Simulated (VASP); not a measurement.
# NaI (F-43m) in VASP: further runs

The runs below take NaI through single point, with PBE, r2SCAN.

Program: VASP 6.6.1. These are calculated values, not measurements. Logs are shortened: lines on timing, memory, paths and dates and some standing lists are left out, and cuts for length are marked.

### Step 1. The cell of the first run

It takes space group F-43m (No. 216, cubic). Conventional cell: a = 7.090 Å, b = 7.090 Å, c = 7.090 Å, α = 90.00°, β = 90.00°, γ = 90.00°. Within 4.0 Å of Na (site symmetry -43m) lie 4 I at 3.07 Å. I (site symmetry -43m) has 4 Na at 3.07 Å within 4.0 Å.

### Step 2. Single point, PBE (volume changed by -3%)

The input, INCAR:

```
  PREC = Accurate
  ENCUT = 520
  EDIFF = 1E-6
  ISMEAR = 0
  SIGMA = 0.01
  LREAL = False
  LASPH = True
  NELM = 100
  ALGO = Normal
  ISIF = 2
  LWAVE = False
  LCHARG = True
  GGA = PE
  LELF = True
  LVHAR = True
  NBANDS = 14
```

The input, KPOINTS:

```
regular mesh
0
Gamma
  6 6 6
```

The input, POSCAR:

```
NaI
1.0
    0.0000000000      3.5447991555      3.5447991555
    3.5447991555      0.0000000000      3.5447991555
    3.5447991555      3.5447991555      0.0000000000
Na I
1 1
Direct
    0.0000000000      0.0000000000      0.0000000000
    0.2500000000      0.2500000000      0.2500000000
```

Potentials or basis: VASP PAW PBE potentials, release 64 (Na_pv, I).

The run is started by

```sh
> cat potpaw_PBE.64/Na_pv/POTCAR potpaw_PBE.64/I/POTCAR > POTCAR
> mpirun -np 1 vasp_std > vasp.out
```

OUTCAR:

```text
PREC = Accurate
   ENCUT = 520
   EDIFF = 1E-6
   ISMEAR = 0
   LREAL = False
   LASPH = True
   NELM = 100
   ISIF = 2
   GGA = PE

 ion  position               nearest neighbor table
   1  0.000  0.000  0.000-   2 3.07   2 3.07   2 3.07   2 3.07
   2  0.250  0.250  0.250-   1 3.07   1 3.07   1 3.07   1 3.07

  LATTYP: Found a face centered cubic cell.
 ALAT       =     7.0895983110

  Lattice vectors:

 A1 = (   0.0000000000,   3.5447991555,   3.5447991555)
 A2 = (   3.5447991555,   0.0000000000,   3.5447991555)
 A3 = (   3.5447991555,   3.5447991555,   0.0000000000)

Analysis of symmetry for initial positions (statically):
=====================================================================
 Subroutine PRICEL returns:
 Original cell was already a primitive cell.

 Routine SETGRP: Setting up the symmetry group for a
 face centered cubic supercell.

 Subroutine GETGRP returns: Found 24 space group operations
 (whereof 24 operations were pure point group operations)
 out of a pool of 48 trial point group operations.

The static configuration has the point symmetry T_d .

Analysis of symmetry for dynamics (positions and initial velocities):
=====================================================================
 Subroutine PRICEL returns:
 Original cell was already a primitive cell.

 Routine SETGRP: Setting up the symmetry group for a
 face centered cubic supercell.

 Subroutine GETGRP returns: Found 24 space group operations
 (whereof 24 operations were pure point group operations)
 out of a pool of 48 trial point group operations.

The dynamic configuration has the point symmetry T_d .

 Subroutine INISYM returns: Found 24 space group operations
 (whereof 24 operations are pure point group operations),
 and found     1 'primitive' translations

----------------------------------------------------------------------------------------

                                     Primitive cell

  volume of cell :      89.0851

  direct lattice vectors                    reciprocal lattice vectors
     0.000000000  3.544799155  3.544799155    -0.141051715  0.141051715  0.141051715
     3.544799155  0.000000000  3.544799155     0.141051715 -0.141051715  0.141051715
     3.544799155  3.544799155  0.000000000     0.141051715  0.141051715 -0.141051715

  length of vectors
     5.013103042  5.013103042  5.013103042     0.244308737  0.244308737  0.244308737

  position of ions in fractional coordinates (direct lattice)
     0.000000000  0.000000000  0.000000000
     0.250000000  0.250000000  0.250000000

  ion indices of the primitive-cell ions
   primitive index   ion index
                 1           1
                 2           2

----------------------------------------------------------------------------------------

 KPOINTS: regular mesh

Automatic generation of k-mesh.
 Grid dimensions read from file:
 generate k-points for:    6    6    6

 Generating k-lattice:

  Cartesian coordinates                     Fractional coordinates (reciprocal lattice)
    -0.023508619  0.023508619  0.023508619     0.166666667  0.000000000  0.000000000
     0.023508619 -0.023508619  0.023508619     0.000000000  0.166666667  0.000000000
     0.023508619  0.023508619 -0.023508619     0.000000000  0.000000000  0.166666667

  Length of vectors
     0.040718123  0.040718123  0.040718123

  Shift w.r.t. Gamma in fractional coordinates (k-lattice)
     0.000000000  0.000000000  0.000000000

 Subroutine IBZKPT returns following result:
 ===========================================

 Found     16 irreducible k-points:

 Following reciprocal coordinates:
            Coordinates               Weight
  0.000000  0.000000  0.000000      1.000000
  0.166667  0.000000  0.000000      8.000000
  0.333333  0.000000  0.000000      8.000000
  0.500000  0.000000  0.000000      4.000000
  0.166667  0.166667  0.000000      6.000000
  0.333333  0.166667  0.000000     24.000000
[... 8 lines left out ...]
 -0.333333  0.333333  0.166667     24.000000
 -0.333333  0.500000  0.166667     12.000000
   k-points           NKPTS =     16   k-points in BZ     NKDIM =     16   number of bands    NBANDS=     14
   number of dos      NEDOS =    301   number of ions     NIONS =      2
   total plane-waves  NPLWV =  64000
   dimension x,y,z NGX =    40 NGY =   40 NGZ =   40
   dimension x,y,z NGXF=    80 NGYF=   80 NGZF=   80
   ions per type =               1   1
   NGX,Y,Z   is equivalent  to a cutoff of  13.26, 13.26, 13.26 a.u.
   NGXF,Y,Z  is equivalent  to a cutoff of  26.53, 26.53, 26.53 a.u.
 SYSTEM =  unknown system
   PREC   = accura    normal or accurate (medium, high low for compatibility)
   ISTART =      0    job   : 0-new  1-cont  2-samecut
   ICHARG =      2    charge: 1-file 2-atom 10-const
   ISPIN  =      1    spin polarized calculation?
   LNONCOLLINEAR =      F non collinear calculations
   LSORBIT =      F    spin-orbit coupling
   LASPH  =      T    aspherical Exc in radial PAW
   ENCUT  =  520.0 eV  38.22 Ry    6.18 a.u.   9.32  9.32  9.32*2*pi/ulx,y,z
   NELM   =    100;   NELMIN=  2; NELMDL= -5     # of ELM steps
   EDIFF  = 0.1E-05   stopping-criterion for ELM
   LREAL  =      F    real-space projection
   EDIFFG = 0.1E-04   stopping-criterion for IOM
   NSW    =      0    number of steps for IOM
   IBRION =     -1    ionic relax: 0-MD 1-quasi-New 2-CG
   NFREE  =      0    steps in history (QN), initial steepest desc. (CG)
   ISIF   =      2    stress and relaxation
   ISYM   =      2    0-nonsym 1-usesym 2-fastsym
   POTIM  = 0.5000    time-step for ionic-motion
   TEBEG  =    0.0;   TEEND  =   0.0 temperature during run
   PSTRESS=    0.0 pullay stress
   NELECT =      14.0000    total number of electrons
   NUPDOWN=      -1.0000    fix difference up-down
   EMIN   =  10.00;   EMAX   =-10.00  energy-range for DOS
   EFERMI =   0.00;   METHOD = LEGACY
   ISMEAR =     0;   SIGMA  =   0.01  broadening in eV -4-tet -1-fermi 0-gaus
   EFERMI_NEDOS =   21; number of points for ismear=-14 and -15
   IALGO  =     38    algorithm
   IMIX   =      4    mixing-type and parameters
     AMIX     =   0.40;   BMIX     =  1.00
     AMIX_MAG =   1.60;   BMIX_MAG =  1.00
  volume/ion in A,a.u.               =      44.54       300.59
  Fermi-wavevector in a.u.,A,eV,Ry     =   0.883451  1.669481 10.619156  0.780486
  Thomas-Fermi vector in A             =   2.004219
   LORBIT       =      0    0 simple, 1 ext, 2 COOP (PROOUT), +10 PAW based schemes
   GGA     = PE    functional components
   LHFCALC =     F    Hartree Fock is set to
   AEXX    =    0.0000 exact exchange contribution
   IVDW    =     0    specifies the selected vdW correction
   LEPSILON=     F    determine dielectric tensor
   LRPA    =     F    only Hartree local field effects (RPA)
 non-spin polarized calculation
 Gauss-broadening in eV      SIGMA  =   0.01
  energy-cutoff  :      520.00
  volume of cell :       89.09
 maximum number of plane-waves:      2424
 NGX is ok and might be reduce to    40
   NGX = 19   NGY = 19   NGZ = 19

 number of electron      14.0000001 magnetization

 Free energy of the ion-electron system (eV)
  ---------------------------------------------------
  ext. energy  EPLUGINS =         0.00000000
  ---------------------------------------------------
  free energy    TOTEN  =        -5.29048624 eV

  energy without entropy =       -5.29048624  energy(sigma->0) =       -5.29048624

 E-fermi :  -1.0662     XC(G=0):  -6.4563

 val. band max:       -1.1162027917   @ k =   0.0000   0.0000   0.0000
 cond. band min:       2.7036128134   @ k =   0.0000   0.0000   0.0000
 fundamental gap:      3.8198156051
 Fermi energy:        -1.0661941816

 k-point     1 :       0.0000    0.0000    0.0000
  band No.  band energies     occupation
      1     -23.2072      2.00000
      2     -23.2072      2.00000
      3     -23.2072      2.00000
      4     -11.5473      2.00000
      5      -1.1162      2.00000
      6      -1.1162      2.00000
      7      -1.1162      2.00000
      8       2.7036      0.00000
      9       6.7807      0.00000
     10       6.7807      0.00000
     11       6.7807      0.00000
     12       8.5516      0.00000
     13       8.5516      0.00000
     14       9.8514      0.00000

 k-point     2 :       0.1667    0.0000    0.0000
  band No.  band energies     occupation
      1     -23.2078      2.00000
      2     -23.2073      2.00000
      3     -23.2073      2.00000
      4     -11.5158      2.00000
      5      -1.5010      2.00000
      6      -1.1507      2.00000
      7      -1.1507      2.00000
      8       3.2816      0.00000
      9       6.4219      0.00000
     10       6.9297      0.00000
     11       6.9297      0.00000
     12       8.1577      0.00000
     13       8.1577      0.00000
     14       9.6538      0.00000

 k-point     3 :       0.3333    0.0000    0.0000
  band No.  band energies     occupation
      1     -23.2091      2.00000
      2     -23.2074      2.00000
      3     -23.2074      2.00000
      4     -11.4514      2.00000
      5      -2.0907      2.00000
      6      -1.2169      2.00000
      7      -1.2169      2.00000
      8       4.1049      0.00000
      9       6.3284      0.00000
     10       6.7331      0.00000
     11       6.7331      0.00000
     12       8.7729      0.00000
     13       8.7729      0.00000
     14       9.1019      0.00000
[... 188 lines left out ...]
 k-point    15 :      -0.3333    0.3333    0.1667
  band No.  band energies     occupation
      1     -23.2096      2.00000
      2     -23.2082      2.00000
      3     -23.2078      2.00000
      4     -11.3869      2.00000
      5      -2.0805      2.00000
      6      -1.7534      2.00000
      7      -1.4336      2.00000
      8       5.1600      0.00000
      9       5.5463      0.00000
     10       6.5223      0.00000
     11       7.3470      0.00000
     12       8.6453      0.00000
     13       9.8472      0.00000
     14      10.5813      0.00000

 k-point    16 :      -0.3333    0.5000    0.1667
  band No.  band energies     occupation
      1     -23.2097      2.00000
      2     -23.2081      2.00000
      3     -23.2079      2.00000
      4     -11.3763      2.00000
      5      -2.0946      2.00000
      6      -1.7129      2.00000
      7      -1.5516      2.00000
      8       4.6445      0.00000
      9       5.6606      0.00000
     10       7.0437      0.00000
     11       7.3137      0.00000
     12       9.5360      0.00000
     13      10.3086      0.00000
     14      10.6258      0.00000

------------------------ aborting loop because EDIFF is reached ----------------------------------------

  FORCE on cell =-STRESS in cart. coord.  units (eV):
  Direction    XX          YY          ZZ          XY          YZ          ZX
  --------------------------------------------------------------------------------------
  -------------------------------------------------------------------------------------
  Total        0.2025678      0.2025678      0.2025678      0.0000000      0.0000000      0.0000000
  in kB        3.6431418      3.6431418      3.6431418      0.0000000      0.0000000      0.0000000
  external PRESSURE =       3.6431418 kB  Pullay stress =       0.0000000 kB

 VOLUME and BASIS-vectors are now :
 -----------------------------------------------------------------------------
  energy-cutoff  :      520.00
  volume of cell :       89.09
      direct lattice vectors                 reciprocal lattice vectors
     0.000000000  3.544799155  3.544799155    -0.141051715  0.141051715  0.141051715
     3.544799155  0.000000000  3.544799155     0.141051715 -0.141051715  0.141051715
     3.544799155  3.544799155  0.000000000     0.141051715  0.141051715 -0.141051715

 POSITION                                       TOTAL-FORCE (eV/Angst)
 -----------------------------------------------------------------------------------
      0.00000      0.00000      0.00000        -0.000000     -0.000000     -0.000000
      1.77240      1.77240      1.77240         0.000000      0.000000      0.000000
 -----------------------------------------------------------------------------------
    total drift:                                0.000001      0.000001      0.000001

  FREE ENERGIE OF THE ION-ELECTRON SYSTEM (eV)
  ---------------------------------------------------
  free  energy   TOTEN  =        -5.2904862445 eV

  energy  without entropy=       -5.2904862445  energy(sigma->0) =       -5.29048624
```

It took 19 s on 1 thread of AMD EPYC 7R13 (Zen 3), shared host; peak memory 0.21 GiB.

What came out:

| Quantity | Value |
| --- | --- |
| Free energy | -5.2905 eV |
| Pressure | 0.4 GPa |
| Band gap on the k mesh | 3.82 eV, direct |

Levels at points of the mesh, in eV from the valence-band top:
| k point | band 4 | band 5 | band 6 | band 7 | band 8 | band 9 | band 10 | band 11 |
| --- | --- | --- | --- | --- | --- | --- | --- | --- |
| (0.00, 0.00, 0.00) | -10.43 | 0.00 | 0.00 | 0.00 | 3.82 | 7.90 | 7.90 | 7.90 |
| (0.50, 0.00, 0.00) | -10.30 | -1.22 | -0.13 | -0.13 | 5.41 | 7.66 | 7.66 | 7.71 |
| (0.50, 0.50, 0.00) | -10.26 | -1.13 | -0.40 | -0.40 | 5.19 | 6.19 | 9.02 | 10.44 |

Caveat: the cell differs from its parent crystal (volume changed by -3%); spin-orbit coupling is left out, which moves the levels of the heavy elements.

### Step 3. Single point, PBE

This run uses another cell than the first one, of 45.92 Å³/atom, 1.031 times its volume.

The input, INCAR:

```
PREC = Accurate ; ENCUT = 520
EDIFF = 1E-6 ; ISMEAR = 0
SIGMA = 0.01 ; LREAL = F
LASPH = T ; NELM = 80
ALGO = Normal ; ISIF = 2
LWAVE = F ; LCHARG = F
GGA = PE ; NBANDS = 14
```

The input, KPOINTS:

```
Automatic mesh
0
Gamma
  6 6 6
```

The input, POSCAR:

```
NaI
1.0
    0.0000000000      3.5809730739      3.5809730739
    3.5809730739      0.0000000000      3.5809730739
    3.5809730739      3.5809730739      0.0000000000
Na I
1 1
Direct
    0.0000000000      0.0000000000      0.0000000000
    0.2500000000      0.2500000000      0.2500000000
```

Potentials or basis: VASP PAW PBE potentials, release 64 (Na_pv, I).

The run is started by

```sh
> cat potpaw_PBE.64/Na_pv/POTCAR potpaw_PBE.64/I/POTCAR > POTCAR
> mpirun -np 1 vasp_std > vasp.out
```

Wall time 18 s (1 thread of AMD EPYC 7R13 (Zen 3), shared host); peak memory 0.21 GiB.

It converged, with:

* Free energy: -5.2938 eV
* Pressure: 0.0 GPa
* Band gap on the k mesh: 3.77 eV, direct

Levels at points of the mesh, in eV from the valence-band top:
```csv
k point,band 4,band 5,band 6,band 7,band 8,band 9,band 10,band 11
"(0.00, 0.00, 0.00)",-10.39,0.00,0.00,0.00,3.77,7.85,7.85,7.85
"(0.50, 0.00, 0.00)",-10.28,-1.16,-0.13,-0.13,5.35,7.60,7.63,7.63
"(0.50, 0.50, 0.00)",-10.24,-1.07,-0.38,-0.38,5.20,6.16,8.84,10.28
```

Caveat: spin-orbit coupling is left out, which moves the levels of the heavy elements.

### Step 4. Single point, PBE (volume changed by +3%)

The input, INCAR:

```
PREC = Accurate ; ENCUT = 520
EDIFF = 1E-6 ; ISMEAR = 0
SIGMA = 0.01 ; LREAL = F
LASPH = T ; NELM = 100
ALGO = Normal ; ISIF = 2
LWAVE = F ; LCHARG = T
GGA = PE ; LELF = T
LVHAR = T ; NBANDS = 14
```

The input, KPOINTS:

```
regular mesh
0
Gamma
  6 6 6
```

The input, POSCAR:

```
NaI
1.0
    0.0000000000      3.6164305588      3.6164305588
    3.6164305588      0.0000000000      3.6164305588
    3.6164305588      3.6164305588      0.0000000000
Na I
1 1
Direct
    0.0000000000      0.0000000000      0.0000000000
    0.2500000000      0.2500000000      0.2500000000
```

The run is started by

```sh
> cat potpaw_PBE.64/Na_pv/POTCAR potpaw_PBE.64/I/POTCAR > POTCAR
> mpirun -np 1 vasp_std > vasp.out
```

It took 20 s on 1 thread of AMD EPYC 7R13 (Zen 3), shared host; peak memory 0.21 GiB.

It converged, with:

- Free energy: -5.2916 eV
- Pressure: -0.3 GPa
- Band gap on the k mesh: 3.72 eV, direct

Levels at points of the mesh, in eV from the valence-band top:
```csv
k point,band 4,band 5,band 6,band 7,band 8,band 9,band 10,band 11
"(0.00, 0.00, 0.00)",-10.36,0.00,0.00,0.00,3.72,7.79,7.79,7.79
"(0.50, 0.00, 0.00)",-10.25,-1.10,-0.12,-0.12,5.30,7.50,7.60,7.60
"(0.50, 0.50, 0.00)",-10.22,-1.02,-0.36,-0.36,5.21,6.13,8.67,10.14
```

Caveat: the cell differs from its parent crystal (volume changed by +3%); spin-orbit coupling is left out, which moves the levels of the heavy elements.

[end of part 1 of 2]
